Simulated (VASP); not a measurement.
Input of a VASP 6.6.1 run:

The input INCAR:

```
PREC = Accurate ; ENCUT = 520
EDIFF = 1E-6 ; ISMEAR = -1
SIGMA = 0.1 ; LREAL = F
LASPH = T ; NELM = 60
ALGO = Normal ; ISIF = 2
LWAVE = F ; LCHARG = T
GGA = B5 ; ALDAX = 1.0
AGGAX = 1.0 ; AGGAC = 1.0
ALDAC = 0.0 ; LELF = T
LVHAR = T ; NBANDS = 12
```

File KPOINTS:

```
Automatic mesh
0
Gamma
  18 18 18
```

File POSCAR:

```
Mn
1.0
   -1.3908809783      1.3908809783      1.3908809783
    1.3908809783     -1.3908809783      1.3908809783
    1.3908809783      1.3908809783     -1.3908809783
Mn
1
Direct
    0.0000000000      0.0000000000      0.0000000000
```

Potentials or basis: VASP PAW PBE potentials, release 64 (Mn_pv).

The run is started by

```sh
$ cat potpaw_PBE.64/Mn_pv/POTCAR > POTCAR
$ mpirun -np 1 vasp_std > vasp.out
```

**Question.** What does it give for the pressure?

**Answer.** 11.2 GPa.

Caveat: the PAW data sets were made with another functional, which shifts forces and pressure a little; the run has no spin polarisation, though such a crystal can be magnetic. Spin polarisation is off, so any magnetic state and its effect on volume and gap are missing.
